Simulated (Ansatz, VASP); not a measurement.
This is a calculation of Ta for Ansatz 0.2.0.

input.yaml

```yaml
crystal:
  lattice:
    - [2.9003720726, 0.0, 0.0]
    - [-1.4501860363, 2.5117958953, 0.0]
    - [0.0, 0.0, 5.166274]
  atoms:
    - { symbol: Ta, position: [0.3333333333, 0.6666666667, 0.25] }
    - { symbol: Ta, position: [0.6666666667, 0.3333333333, 0.75] }
hamiltonian:
  xc: revpbe
  pseudopotentials: { kind: paw }
  dispersion: d3bj
kpoints:
  mp_grid: { grid: [11, 11, 5] }
scf:
  occupations: { method: fermi_dirac, width: 0.05 }
output:
  forces: true
  stress: true
  eigenvalues: true
relax:
  f_tol: 0.01
  max_steps: 40
  cell: { stress_tol: 0.05 }
```

Potentials or basis: Ansatz PAW.

Command:

```bash
$ ansatz run input.yaml --threads 2 --pin off --max-ram 5632MiB --backend cpu --events-out ev --progress --plain --runs-dir out
```

**Question.** Translate it to VASP 6.6.1. Potentials there: VASP PAW PBE potentials, release 64 (Ta_pv).

**Answer.** As run (the cutoff follows the program's own potentials):

The input INCAR:

```
SYSTEM = Ta
  ALGO = Normal
  EDIFF = 1E-7
  EDIFFG = -0.01
  ENCUT = 600
  GGA = RE
  IBRION = 2
  ISIF = 3
  ISMEAR = -1
  IVDW = 12
  LASPH = .TRUE.
  LCHARG = .FALSE.
  LREAL = .FALSE.
  LWAVE = .FALSE.
  NELM = 100
  NSW = 60
  PREC = Accurate
  SIGMA = 0.05
```

Contents of KPOINTS:

```
k-points
0
G
  11 11 5
  0 0 0
```

POSCAR

```
Ta
1.0
    2.9003720726      0.0000000000      0.0000000000
   -1.4501860363      2.5117958953      0.0000000000
    0.0000000000      0.0000000000      5.1662740000
Ta
2
Direct
    0.3333333333      0.6666666667      0.2500000000
    0.6666666667      0.3333333333      0.7500000000
```

Potentials or basis: VASP PAW PBE potentials, release 64 (Ta_pv).

Launch:

```sh
$ cat potpaw_PBE.64/Ta_pv/POTCAR > POTCAR
$ mpirun -np 1 vasp_std > vasp.out
```

Both were run:

|  | VASP | Ansatz | Ansatz less VASP |
| --- | --- | --- | --- |
| gap on the k mesh at the Fermi level, each at its own relaxed structure (eV) | none | none | - |
| relaxed volume (Å³/atom) | 17.99 | 17.98 | -0.010 |
| relaxed cell length with the largest relative difference (Å) | 5.084 | 5.083 | -0.0011 |

VASP's potentials were made for PBE, not for revPBE. A gap of «none» marks a metal or a gap that the smearing closes. VASP's potentials hold 22 valence electrons a cell and Ansatz's 26, so a difference there can come from the potentials and not from the codes.

Spin-orbit coupling is off throughout. Noted on Ansatz's run: the plane-wave basis is chosen anew once the cell has moved, so the energies of steps on either side of that aren't comparable.
